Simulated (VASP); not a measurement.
# MgS (P6_3mc) in VASP: vibrations by perturbation theory with LDA

Aim: the vibrations by perturbation theory of MgS with LDA.

Program: VASP 6.6.1. These are calculated values, not measurements. Logs are shortened: lines on timing, memory, paths and dates and some standing lists are left out, and cuts for length are marked.

### 1 The cell of the first run

It takes space group P6_3mc (No. 186, hexagonal). The conventional cell has a = 4.035 Å, b = 4.035 Å, c = 6.432 Å, α = 90.00°, β = 90.00°, γ = 120.00°. Mg (site symmetry 3m) has 4 S at 2.45 to 2.47 Å within 3.2 Å. S (site symmetry 3m) has 4 Mg at 2.45 to 2.47 Å within 3.2 Å.

### 2 Vibrations by perturbation theory, LDA

Contents of INCAR:

```
PREC = Accurate
ENCUT = 520
EDIFF = 1E-8
ISMEAR = 0
SIGMA = 0.01
LREAL = False
LASPH = True
NELM = 60
ALGO = Normal
ISIF = 2
LWAVE = False
LCHARG = True
NBANDS = 16
IBRION = 8
NSW = 1
```

Contents of KPOINTS:

```
regular mesh
0
Gamma
  4 4 3
```

Contents of POSCAR:

```
MgS
1.0
    4.0346220000      0.0000000000      0.0000000000
   -2.0173110000      3.4940850000      0.0000000000
    0.0000000000      0.0000000000      6.4322940000
Mg S
2 2
Direct
    0.6666666667      0.3333333333      0.4957550000
    0.3333333333      0.6666666667      0.9957550000
    0.3333333333      0.6666666667      0.3792440000
    0.6666666667      0.3333333333      0.8792440000
```

Potentials or basis: VASP PAW LDA potentials, release 64 (Mg, S).

Run with:

```bash
$ cat potpaw_LDA.64/Mg/POTCAR potpaw_LDA.64/S/POTCAR > POTCAR
$ mpirun -np 1 vasp_std > vasp.out
```

OUTCAR:

```text
PREC = Accurate
   ENCUT = 520
   EDIFF = 1E-8
   ISMEAR = 0
   LREAL = False
   LASPH = True
   NELM = 60
   ISIF = 2
   IBRION = 8
   NSW = 1

 ion  position               nearest neighbor table
   1  0.667  0.333  0.496-   3 2.45   3 2.45   3 2.45   4 2.47
   2  0.333  0.667  0.996-   4 2.45   4 2.45   4 2.45   3 2.47
   3  0.333  0.667  0.379-   1 2.45   1 2.45   1 2.45   2 2.47
   4  0.667  0.333  0.879-   2 2.45   2 2.45   2 2.45   1 2.47

  LATTYP: Found a hexagonal cell.
 ALAT       =     4.0346220000
 C/A-ratio  =     1.5942742591

  Lattice vectors:

 A1 = (   4.0346220000,   0.0000000000,   0.0000000000)
 A2 = (  -2.0173110000,   3.4940850000,   0.0000000000)
 A3 = (   0.0000000000,   0.0000000000,   6.4322940000)

Analysis of symmetry for initial positions (statically):
=====================================================================
 Subroutine PRICEL returns:
 Original cell was already a primitive cell.

 Routine SETGRP: Setting up the symmetry group for a
 hexagonal supercell.

 Subroutine GETGRP returns: Found 12 space group operations
 (whereof  6 operations were pure point group operations)
 out of a pool of 24 trial point group operations.

The static configuration has the point symmetry C_3v.
 The point group associated with its full space group is C_6v.

Analysis of symmetry for dynamics (positions and initial velocities):
=====================================================================
 Subroutine PRICEL returns:
 Original cell was already a primitive cell.

 Routine SETGRP: Setting up the symmetry group for a
 hexagonal supercell.

 Subroutine GETGRP returns: Found 12 space group operations
 (whereof  6 operations were pure point group operations)
 out of a pool of 24 trial point group operations.

The dynamic configuration has the point symmetry C_3v.
 The point group associated with its full space group is C_6v.

 Subroutine INISYM returns: Found 12 space group operations
 (whereof  6 operations are pure point group operations),
 and found     1 'primitive' translations

----------------------------------------------------------------------------------------

                                     Primitive cell

  volume of cell :      90.6781

  direct lattice vectors                    reciprocal lattice vectors
     4.034622000  0.000000000  0.000000000     0.247854694  0.143098980  0.000000000
    -2.017311000  3.494085000  0.000000000     0.000000000  0.286197960  0.000000000
     0.000000000  0.000000000  6.432294000     0.000000000  0.000000000  0.155465531

  length of vectors
     4.034622000  4.034621873  6.432294000     0.286197951  0.286197960  0.155465531

  position of ions in fractional coordinates (direct lattice)
     0.666666667  0.333333333  0.495755000
     0.333333333  0.666666667  0.995755000
     0.333333333  0.666666667  0.379244000
     0.666666667  0.333333333  0.879244000

  ion indices of the primitive-cell ions
   primitive index   ion index
                 1           1
                 2           2
                 3           3
                 4           4

[... 103 lines left out ...]
  energy without entropy =      -18.77964737  energy(sigma->0) =      -18.77964737

 E-fermi :   1.0825     XC(G=0):  -8.7557

 val. band max:        1.0355040617   @ k =   0.0000   0.0000   0.0000
 cond. band min:       4.1920067288   @ k =   0.0000   0.0000   0.0000
 fundamental gap:      3.1565026671
 Fermi energy:         1.0825077250

 k-point     1 :       0.0000    0.0000    0.0000
  band No.  band energies     occupation
      1     -10.3460      2.00000
      2      -9.5948      2.00000
      3      -2.2696      2.00000
      4       0.4453      2.00000
      5       0.4453      2.00000
      6       0.8735      2.00000
[... 131 lines left out ...]
      5      -0.7861      2.00000
      6      -0.3870      2.00000
[... 8 lines left out ...]
     15       9.3932      0.00000
     16      10.4432      0.00000

------------------------ aborting loop because EDIFF is reached ----------------------------------------

  FORCE on cell =-STRESS in cart. coord.  units (eV):
  Direction    XX          YY          ZZ          XY          YZ          ZX
  --------------------------------------------------------------------------------------
  -------------------------------------------------------------------------------------
  Total       -1.2676413     -1.2676412     -1.4464494      0.0000000      0.0000000      0.0000000
  in kB      -22.3977688    -22.3977669    -25.5571032      0.0000000      0.0000000      0.0000000
  external PRESSURE =     -23.4508796 kB  Pullay stress =       0.0000000 kB

 VOLUME and BASIS-vectors are now :
 -----------------------------------------------------------------------------
  energy-cutoff  :      520.00
  volume of cell :       90.68
      direct lattice vectors                 reciprocal lattice vectors
     4.034622000  0.000000000  0.000000000     0.247854694  0.143098980  0.000000000
    -2.017311000  3.494085000  0.000000000     0.000000000  0.286197960  0.000000000
     0.000000000  0.000000000  6.432294000     0.000000000  0.000000000  0.155465531

 POSITION                                       TOTAL-FORCE (eV/Angst)
 -----------------------------------------------------------------------------------
      2.01731      1.16469      3.18884         0.000000     -0.000000      0.051093
     -0.00000      2.32939      6.40499         0.000000      0.000000      0.051093
     -0.00000      2.32939      2.43941        -0.000000      0.000000     -0.051093
      2.01731      1.16469      5.65556         0.000000     -0.000000     -0.051093
 -----------------------------------------------------------------------------------
    total drift:                               -0.000000      0.000000      0.000114

  FREE ENERGIE OF THE ION-ELECTRON SYSTEM (eV)
  ---------------------------------------------------
  free  energy   TOTEN  =       -18.7796473687 eV

  energy  without entropy=      -18.7796473687  energy(sigma->0) =      -18.77964737

[... ionic steps 2 to 9 ...]

--------------------------------------- Ionic step       10  -------------------------------------------

------------------------ aborting loop because EDIFF is reached ----------------------------------------

[... ionic steps 11 to 11 ...]

--------------------------------------- Ionic step       12  -------------------------------------------

 Free energy of the ion-electron system (eV)
  ---------------------------------------------------
  ---------------------------------------------------
  free energy    TOTEN  =        -0.12339330 eV

  energy without entropy =       -0.12339330

------------------------ aborting loop because EDIFF is reached ----------------------------------------

 INTERNAL STRAIN TENSOR  FOR ION    3  DIRECTION 3   (eV/Angst):
 -----------------------------------------------------------------------------
     3.20428 -0.00000  0.00000
     0.00000  3.20428  0.00000
     0.00000  0.00000 -6.75264

 INTERNAL STRAIN TENSOR FOR ION    4 for displacements in x,y,z  (eV/Angst):
          X           Y           Z          XY          YZ          ZX
  --------------------------------------------------------------------------------
  x     0.00000     0.00000     0.00000     5.73004    -0.00000     3.22510
  y     5.73004    -5.73004     0.00000     0.00000     3.16239     0.00000
  z     3.20428     3.20428    -6.75264     0.00000     0.00000     0.00000

 SECOND DERIVATIVES (NOT SYMMETRIZED)
 ------------------------------------
               1X          1Y          1Z          2X          2Y          2Z          3X          3Y          3Z          4X          4Y          4Z
  1X    -5.594787    0.000000   -0.000000   -0.009711    0.000000   -0.000000    5.291951    0.000000   -0.000000    0.312546    0.000000    0.000000
  1Y     0.000000   -5.594786    0.000000   -0.000000   -0.009711    0.000000   -0.000000    5.291951    0.000000    0.000000    0.312546    0.000000
  1Z     0.000000   -0.000000   -6.265833    0.000000   -0.000000    1.625420    0.000000    0.000000    1.669102    0.000000   -0.000000    2.971311
  2X    -0.009711    0.000000    0.000000   -5.594787    0.000000   -0.000000    0.312546    0.000000    0.000000    5.291951    0.000000    0.000000
  2Y     0.000000   -0.009711   -0.000000    0.000000   -5.594786    0.000000   -0.000000    0.312546    0.000000    0.000000    5.291951    0.000000
  2Z     0.000000    0.000000    1.625420    0.000000    0.000000   -6.265833    0.000000    0.000000    2.971311   -0.000000    0.000000    1.669102
  3X     5.295859    0.000000    0.000000    0.318370   -0.000000    0.000000   -5.853460    0.000000    0.000000    0.239231    0.000000    0.000000
  3Y    -0.000000    5.295858    0.000000    0.000000    0.318370    0.000000    0.000000   -5.853460    0.000000    0.000000    0.239231    0.000000
  3Z     0.000000    0.000000    1.680062   -0.000000    0.000000    2.964656    0.000000   -0.000000   -6.764339    0.000000    0.000000    2.119621
  4X     0.318370   -0.000000   -0.000000    5.295859   -0.000000    0.000000    0.239231    0.000000    0.000000   -5.853460   -0.000000   -0.000000
  4Y     0.000000    0.318370   -0.000000    0.000000    5.295858    0.000000   -0.000000    0.239231    0.000000   -0.000000   -5.853460    0.000000
  4Z     0.000000    0.000000    2.964656    0.000000    0.000000    1.680062   -0.000000    0.000000    2.119621    0.000000    0.000000   -6.764339

 Eigenvectors and eigenvalues of the dynamical matrix
 ----------------------------------------------------

   1 f  =    9.957247 THz    62.563228 2PiTHz  332.138008 cm-1    41.179846 meV
             X         Y         Z           dx          dy          dz
      2.017311  1.164695  3.188842    -0.533110   -0.000000    0.000000
     -0.000000  2.329390  6.404989    -0.533110   -0.000000   -0.000000
     -0.000000  2.329390  2.439409     0.464536    0.000000    0.000000
      2.017311  1.164695  5.655556     0.464536    0.000000   -0.000000
[... 71 lines left out ...]
  12 f/i=    0.004278 THz     0.026880 2PiTHz    0.142699 cm-1     0.017692 meV
             X         Y         Z           dx          dy          dz
      2.017311  1.164695  3.188842    -0.464526   -0.003044   -0.000000
     -0.000000  2.329390  6.404989    -0.464526   -0.003044   -0.000000
     -0.000000  2.329390  2.439409    -0.533099   -0.003494   -0.000000
      2.017311  1.164695  5.655556    -0.533099   -0.003494   -0.000000

--------------------------------------------------------------------------------------------------------

 ELASTIC MODULI CONTR FROM IONIC RELAXATION (kBar)
 Direction    XX          YY          ZZ          XY          YZ          ZX
 --------------------------------------------------------------------------------
 XX        -268.7522    112.2034    164.9660     -0.0000      0.0000      0.0000
 YY         112.2034   -268.7521    164.9660      0.0000      0.0000     -0.0000
 ZZ         164.9660    164.9660   -347.6716     -0.0000     -0.0000     -0.0000
 XY          -0.0000      0.0000     -0.0000   -190.4777     -0.0000     -0.0000
 YZ          -0.0000      0.0000     -0.0000     -0.0000    -61.8932     -0.0000
 ZX           0.0000     -0.0000     -0.0000     -0.0000     -0.0000    -64.5488
 --------------------------------------------------------------------------------
```

It took 100 s on 1 thread of Intel Xeon 6975P-C (Granite Rapids), shared host; peak memory 0.26 GiB.

Results:

| Item | Value |
| --- | --- |
| Highest phonon frequency at Γ, LO-TO splitting left out | 332 cm⁻¹ |

Phonon frequencies in cm⁻¹ (negative: imaginary):
```csv
q point,frequencies
"(0.000, 0.000, 0.000)",0 0 0 91 91 260 302 310 325 325 332 332
```

Caveat: the k points lie up to 0.45 Å⁻¹ apart; the cell wasn't relaxed at this level first, which shifts response properties.
